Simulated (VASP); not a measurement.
# N (P-3m1) in VASP: single point with PBEsol

Aim: the single point of N with PBEsol.

Program: VASP 6.6.1. These are calculated values, not measurements. Logs are shortened: lines on timing, memory, paths and dates and some standing lists are left out, and cuts for length are marked.

## Step 1: The cell of the first run

Symmetry: P-3m1, No. 164, trigonal system. The conventional cell has a = 3.802 Å, b = 3.802 Å, c = 9.526 Å, α = 90.00°, β = 90.00°, γ = 120.00°. N (site symmetry 3m) has 9 N at 3.80 Å within 5.0 Å.

## Step 2: Single point, PBEsol

INCAR reads:

```
PREC = Accurate ; ENCUT = 600
EDIFF = 1E-6 ; ISMEAR = -1
SIGMA = 0.1 ; LREAL = False
LASPH = True ; NELM = 120
ALGO = Normal ; ISIF = 2
LWAVE = False ; LCHARG = False
GGA = PS ; NBANDS = 12
GGA_COMPAT = False
```

KPOINTS reads:

```
Automatic mesh
0
Gamma
  6 6 2
```

POSCAR reads:

```
N
1.0
    3.8021790000      0.0000000000      0.0000000000
   -1.9010900000      3.2927840000      0.0000000000
    0.0000000000      0.0000000000      9.5255850000
N
2
Direct
    0.6666666667      0.3333333333      0.6627390000
    0.3333333333      0.6666666667      0.3372610000
```

Potentials or basis: VASP PAW PBE potentials, release 64 (N).

The run is started by

```
$ cat potpaw_PBE.64/N/POTCAR > POTCAR
$ mpirun -np 1 vasp_std > vasp.out
```

OUTCAR:

```text
PREC = Accurate
   ENCUT = 600
   EDIFF = 1E-6
   ISMEAR = -1
   LREAL = False
   LASPH = True
   NELM = 120
   ISIF = 2
   GGA = PS

 ion  position               nearest neighbor table
   1  0.667  0.333  0.663-
   2  0.333  0.667  0.337-

  LATTYP: Found a hexagonal cell.
 ALAT       =     3.8021790000
 C/A-ratio  =     2.5052963051

  Lattice vectors:

 A1 = (   3.8021790000,   0.0000000000,   0.0000000000)
 A2 = (  -1.9010900000,   3.2927840000,   0.0000000000)
 A3 = (   0.0000000000,   0.0000000000,   9.5255850000)

Analysis of symmetry for initial positions (statically):
=====================================================================
 Subroutine PRICEL returns:
 Original cell was already a primitive cell.

 Routine SETGRP: Setting up the symmetry group for a
 hexagonal supercell.

 Subroutine GETGRP returns: Found 12 space group operations
 (whereof 12 operations were pure point group operations)
 out of a pool of 24 trial point group operations.

The static configuration has the point symmetry D_3d.

Analysis of symmetry for dynamics (positions and initial velocities):
=====================================================================
 Subroutine PRICEL returns:
 Original cell was already a primitive cell.

 Routine SETGRP: Setting up the symmetry group for a
 hexagonal supercell.

 Subroutine GETGRP returns: Found 12 space group operations
 (whereof 12 operations were pure point group operations)
 out of a pool of 24 trial point group operations.

The dynamic configuration has the point symmetry D_3d.

 Subroutine INISYM returns: Found 12 space group operations
 (whereof 12 operations are pure point group operations),
 and found     1 'primitive' translations

----------------------------------------------------------------------------------------

                                     Primitive cell

  volume of cell :     119.2580

  direct lattice vectors                    reciprocal lattice vectors
     3.802179000  0.000000000  0.000000000     0.263007081  0.151847231  0.000000000
    -1.901090000  3.292784000  0.000000000     0.000000000  0.303694381  0.000000000
     0.000000000  0.000000000  9.525585000     0.000000000  0.000000000  0.104980429

  length of vectors
     3.802179000  3.802179593  9.525585000     0.303694429  0.303694381  0.104980429

  position of ions in fractional coordinates (direct lattice)
     0.666666667  0.333333333  0.662739000
     0.333333333  0.666666667  0.337261000

  ion indices of the primitive-cell ions
   primitive index   ion index
                 1           1
                 2           2

----------------------------------------------------------------------------------------

 KPOINTS: Automatic mesh

Automatic generation of k-mesh.
 Grid dimensions read from file:
 generate k-points for:    6    6    2

 Generating k-lattice:

  Cartesian coordinates                     Fractional coordinates (reciprocal lattice)
     0.043834513  0.025307872  0.000000000     0.166666667  0.000000000  0.000000000
     0.000000000  0.050615730  0.000000000     0.000000000  0.166666667  0.000000000
     0.000000000  0.000000000  0.052490215     0.000000000  0.000000000  0.500000000

  Length of vectors
     0.050615738  0.050615730  0.052490215

  Shift w.r.t. Gamma in fractional coordinates (k-lattice)
     0.000000000  0.000000000  0.000000000

 Subroutine IBZKPT returns following result:
 ===========================================

 Found     14 irreducible k-points:

 Following reciprocal coordinates:
            Coordinates               Weight
  0.000000  0.000000  0.000000      1.000000
  0.166667  0.000000  0.000000      6.000000
  0.333333 -0.000000  0.000000      6.000000
  0.500000  0.000000  0.000000      3.000000
  0.166667  0.166667  0.000000      6.000000
  0.333333  0.166667  0.000000     12.000000
  0.333333  0.333333  0.000000      2.000000
  0.000000  0.000000  0.500000      1.000000
  0.166667  0.000000  0.500000      6.000000
  0.333333 -0.000000  0.500000      6.000000
  0.500000  0.000000  0.500000      3.000000
  0.166667  0.166667  0.500000      6.000000
  0.333333  0.166667  0.500000     12.000000
  0.333333  0.333333  0.500000      2.000000
   k-points           NKPTS =     14   k-points in BZ     NKDIM =     14   number of bands    NBANDS=     12
   number of dos      NEDOS =    301   number of ions     NIONS =      2
   total plane-waves  NPLWV =  72000
   dimension x,y,z NGX =    30 NGY =   30 NGZ =   80
   dimension x,y,z NGXF=    60 NGYF=   60 NGZF=  160
   ions per type =               2
   NGX,Y,Z   is equivalent  to a cutoff of  13.12, 13.12, 13.96 a.u.
   NGXF,Y,Z  is equivalent  to a cutoff of  26.23, 26.23, 27.92 a.u.
 SYSTEM =  unknown system
   PREC   = accura    normal or accurate (medium, high low for compatibility)
   ISTART =      0    job   : 0-new  1-cont  2-samecut
   ICHARG =      2    charge: 1-file 2-atom 10-const
   ISPIN  =      1    spin polarized calculation?
   LNONCOLLINEAR =      F non collinear calculations
   LSORBIT =      F    spin-orbit coupling
   LASPH  =      T    aspherical Exc in radial PAW
   ENCUT  =  600.0 eV  44.10 Ry    6.64 a.u.   7.59  7.59 19.02*2*pi/ulx,y,z
   NELM   =    120;   NELMIN=  2; NELMDL= -5     # of ELM steps
   EDIFF  = 0.1E-05   stopping-criterion for ELM
   LREAL  =      F    real-space projection
   EDIFFG = 0.1E-04   stopping-criterion for IOM
   NSW    =      0    number of steps for IOM
   IBRION =     -1    ionic relax: 0-MD 1-quasi-New 2-CG
   NFREE  =      0    steps in history (QN), initial steepest desc. (CG)
   ISIF   =      2    stress and relaxation
   ISYM   =      2    0-nonsym 1-usesym 2-fastsym
   POTIM  = 0.5000    time-step for ionic-motion
   TEBEG  =    0.0;   TEEND  =   0.0 temperature during run
   PSTRESS=    0.0 pullay stress
   NELECT =      10.0000    total number of electrons
   NUPDOWN=      -1.0000    fix difference up-down
   EMIN   =  10.00;   EMAX   =-10.00  energy-range for DOS
   EFERMI =   0.00;   METHOD = LEGACY
   ISMEAR =    -1;   SIGMA  =   0.10  broadening in eV -4-tet -1-fermi 0-gaus
   EFERMI_NEDOS =   21; number of points for ismear=-14 and -15
   IALGO  =     38    algorithm
   IMIX   =      4    mixing-type and parameters
     AMIX     =   0.40;   BMIX     =  1.00
     AMIX_MAG =   1.60;   BMIX_MAG =  1.00
  volume/ion in A,a.u.               =      59.63       402.40
  Fermi-wavevector in a.u.,A,eV,Ry     =   0.716549  1.354081  6.985802  0.513442
  Thomas-Fermi vector in A             =   1.804998
   LORBIT       =      0    0 simple, 1 ext, 2 COOP (PROOUT), +10 PAW based schemes
   GGA     = PS    functional components
   LHFCALC =     F    Hartree Fock is set to
   AEXX    =    0.0000 exact exchange contribution
   IVDW    =     0    specifies the selected vdW correction
   LEPSILON=     F    determine dielectric tensor
   LRPA    =     F    only Hartree local field effects (RPA)
 non-spin polarized calculation
  energy-cutoff  :      600.00
  volume of cell :      119.26
 maximum number of plane-waves:      4008
   NGX = 15   NGY = 15   NGZ = 39

 number of electron      10.0000000 magnetization

 number of electron       9.9999999 magnetization

 Free energy of the ion-electron system (eV)
  ---------------------------------------------------
  ext. energy  EPLUGINS =         0.00000000
  ---------------------------------------------------
  free energy    TOTEN  =        -1.54939328 eV

  energy without entropy =       -1.09916276  energy(sigma->0) =       -1.32427802

 E-fermi :  -5.8563     XC(G=0):  -4.1075

 val. band max:       -5.8655708143   @ k =   0.5000   0.0000   0.5000
 cond. band min:      -5.8525209386   @ k =   0.1667   0.0000   0.5000
 fundamental gap:      0.0130498758
 Fermi energy:        -5.8563275066

 k-point     1 :       0.0000    0.0000    0.0000
  band No.  band energies     occupation
      1     -17.4950      2.00000
      2     -17.3856      2.00000
      3      -6.2976      1.97604
      4      -5.7599      0.55208
      5      -5.5523      0.09126
      6      -5.5523      0.09126
      7      -5.5006      0.05546
      8      -5.5006      0.05546
      9       0.4239      0.00000
     10       2.3324      0.00000
     11       2.3723      0.00000
     12       6.1241      0.00000

 k-point     2 :       0.1667    0.0000    0.0000
  band No.  band energies     occupation
      1     -17.4534      2.00000
      2     -17.3569      2.00000
      3      -6.2337      1.95509
      4      -5.8462      0.94962
      5      -5.7190      0.40433
      6      -5.6585      0.24310
      7      -5.6021      0.14595
      8      -5.5319      0.07505
      9       0.8784      0.00000
     10       2.7257      0.00000
     11       2.7553      0.00000
     12       6.4547      0.00000

 k-point     3 :       0.3333   -0.0000    0.0000
  band No.  band energies     occupation
      1     -17.3646      2.00000
      2     -17.3020      2.00000
      3      -6.2500      1.96171
      4      -6.1820      1.92580
      5      -5.9430      1.40815
      6      -5.6955      0.33364
      7      -5.6949      0.33194
      8      -5.5982      0.14064
      9       2.0847      0.00000
     10       3.6529      0.00000
     11       3.8403      0.00000
     12       6.0681      0.00000

 k-point     4 :       0.5000    0.0000    0.0000
  band No.  band energies     occupation
      1     -17.3135      2.00000
      2     -17.2797      2.00000
      3      -6.4208      1.99295
      4      -6.3284      1.98235
      5      -5.8681      1.05873
      6      -5.7392      0.47314
      7      -5.7281      0.43429
      8      -5.6318      0.19153
      9       3.8581      0.00000
     10       3.8867      0.00000
     11       4.6245      0.00000
     12       5.0853      0.00000

 k-point     5 :       0.1667    0.1667    0.0000
  band No.  band energies     occupation
      1     -17.3879      2.00000
      2     -17.3151      2.00000
      3      -6.1818      1.92571
      4      -6.0544      1.75744
      5      -5.9417      1.40250
      6      -5.6912      0.32200
      7      -5.6888      0.31535
      8      -5.6303      0.18886
      9       1.7032      0.00000
     10       3.3728      0.00000
     11       3.5093      0.00000
     12       6.8528      0.00000
[... 78 lines left out ...]
      1     -17.3135      2.00000
      2     -17.2797      2.00000
      3      -6.4210      1.99296
      4      -6.3297      1.98257
      5      -5.8656      1.04618
      6      -5.7391      0.47272
      7      -5.7288      0.43667
      8      -5.6320      0.19178
      9       3.9067      0.00000
     10       3.9712      0.00000
     11       4.4889      0.00000
     12       4.5947      0.00000

 k-point    12 :       0.1667    0.1667    0.5000
  band No.  band energies     occupation
      1     -17.3879      2.00000
      2     -17.3151      2.00000
      3      -6.1806      1.92479
      4      -6.0571      1.76327
      5      -5.9372      1.38367
      6      -5.6919      0.32382
      7      -5.6909      0.32118
      8      -5.6308      0.18972
      9       1.8929      0.00000
     10       2.5410      0.00000
     11       4.7476      0.00000
     12       5.5116      0.00000

 k-point    13 :       0.3333    0.1667    0.5000
  band No.  band energies     occupation
      1     -17.3145      2.00000
      2     -17.2791      2.00000
      3      -6.3161      1.98005
      4      -6.2407      1.95808
      5      -5.9123      1.27259
      6      -5.8378      0.90764
      7      -5.7457      0.49707
      8      -5.6943      0.33033
      9       3.3020      0.00000
     10       3.9393      0.00000
     11       5.1579      0.00000
     12       5.5296      0.00000

 k-point    14 :       0.3333    0.3333    0.5000
  band No.  band energies     occupation
      1     -17.2785      2.00000
      2     -17.2785      2.00000
      3      -6.1704      1.91708
      4      -6.1498      1.89904
      5      -6.1498      1.89904
      6      -5.9880      1.57715
      7      -5.7473      0.50301
      8      -5.7473      0.50301
      9       4.8672      0.00000
     10       4.9029      0.00000
     11       5.0307      0.00000
     12       5.0307      0.00000

------------------------ aborting loop because EDIFF is reached ----------------------------------------

  FORCE on cell =-STRESS in cart. coord.  units (eV):
  Direction    XX          YY          ZZ          XY          YZ          ZX
  --------------------------------------------------------------------------------------
  -------------------------------------------------------------------------------------
  Total       -2.3061737     -2.3061742     -1.3888251      0.0000004      0.0000000      0.0000000
  in kB      -30.9824058    -30.9824132    -18.6582409      0.0000047      0.0000000      0.0000000
  external PRESSURE =     -26.8743533 kB  Pullay stress =       0.0000000 kB

 VOLUME and BASIS-vectors are now :
 -----------------------------------------------------------------------------
  energy-cutoff  :      600.00
  volume of cell :      119.26
      direct lattice vectors                 reciprocal lattice vectors
     3.802179000  0.000000000  0.000000000     0.263007081  0.151847231  0.000000000
    -1.901090000  3.292784000  0.000000000     0.000000000  0.303694381  0.000000000
     0.000000000  0.000000000  9.525585000     0.000000000  0.000000000  0.104980429

 POSITION                                       TOTAL-FORCE (eV/Angst)
 -----------------------------------------------------------------------------------
      1.90109      1.09759      6.31298        -0.000000     -0.000000     -0.432260
     -0.00000      2.19519      3.21261         0.000000      0.000000      0.432260
 -----------------------------------------------------------------------------------
    total drift:                                0.000000     -0.000000     -0.000000

  FREE ENERGIE OF THE ION-ELECTRON SYSTEM (eV)
  ---------------------------------------------------
  free  energy   TOTEN  =        -1.5493932753 eV

  energy  without entropy=       -1.0991627564  energy(sigma->0) =       -1.32427802
```

It took 14 s on 1 thread of AMD EPYC 9R45 (Zen 5), shared host; peak memory 0.2 GiB.

What came out:

| Quantity | Value |
| --- | --- |
| Free energy | -1.5494 eV |
| Pressure | -2.7 GPa |
| Largest force | 0.432 eV/Å |
| Band gap on the k mesh | zero (bands 5 and 6 overlap by 0.44 eV) |

Forces on the atoms (eV/Å):
```
N    0.000  0.000 -0.432
N    0.000  0.000  0.432
```

Stress tensor (GPa, compression positive):
```
-3.10  0.00  0.00
 0.00 -3.10  0.00
 0.00  0.00 -1.87
```

Caveat: the PAW data sets were made with another functional, which shifts forces and pressure a little.
